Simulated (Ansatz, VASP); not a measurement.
One calculation of Ni, two programs

```
Ni
1.0
     0.00000    1.79694    1.79694
     1.79694    0.00000    1.79694
     1.79694    1.79694    0.00000
Ni
1
Direct
  0.00000 0.00000 0.00000
```

Change from the starting cell: volume scaled by 1.05.

Alike in both runs: task single point; functional LDA; k mesh 20 × 20 × 20; occupations fermi-dirac, width 0.05 eV; collinear spin.

|  | VASP | Ansatz |
| --- | --- | --- |
| version | VASP 6.6.1 | Ansatz 0.2.0 |
| potentials or method | VASP PAW LDA potentials, release 64 (Ni), cutoff 520 eV | all-electron LAPW, scalar-relativistic |

|  | VASP | Ansatz | Ansatz less VASP |
| --- | --- | --- | --- |
| pressure (GPa) | -25.6 | -26.1 | -0.46 |
| net moment per atom (μB) | 0.62 | 0.63 | +0.016 |
| size of the moment on the site where the two differ most (μB) | 0.63 | 0.65 | +0.027 |

LDA's correlation is that of Perdew and Zunger in VASP and of Perdew and Wang (1992) in Ansatz. Site moments also hang on the region over which each program counts them. Ansatz ran all-electron here, and VASP with PAW potentials.
